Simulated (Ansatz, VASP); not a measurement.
**Two plane-wave programs on LiMo2**

```
Li Mo
1.0
     0.00000    3.72160    3.72160
     3.72160    0.00000    3.72160
     3.72160    3.72160    0.00000
Li Mo
2 4
Direct
  0.00000 0.00000 0.00000
  0.25000 0.25000 0.25000
  0.62500 0.12500 0.62500
  0.62500 0.62500 0.12500
  0.12500 0.62500 0.62500
  0.62500 0.62500 0.62500
```

Alike in both runs: task relaxation of cell and atoms; functional PBE; k mesh 10 × 10 × 10; occupations gaussian, width 0.1 eV; no spin polarisation.

```csv
,VASP,Ansatz
version,VASP 6.6.1,Ansatz 0.2.0
potentials or method,"VASP PAW PBE potentials, release 64 (Li_sv, Mo_sv), cutoff 600 eV","scalar-relativistic, plane waves, PAW"
valence electrons in the cell,62,62
```

|  | VASP | Ansatz | Ansatz less VASP |
| --- | --- | --- | --- |
| gap on the k mesh at the Fermi level, each at its own relaxed structure (eV) | none | none | - |
| relaxed volume (Å³/atom) | 17.04 | 17.03 | -0.014 |
| relaxed cell length with the largest relative difference (Å) | 5.249 | 5.247 | -0.0014 |

A gap of «none» marks a metal or a gap that the smearing closes.

Noted on VASP's run: the cutoff is short for stress, so the pressure is rough.
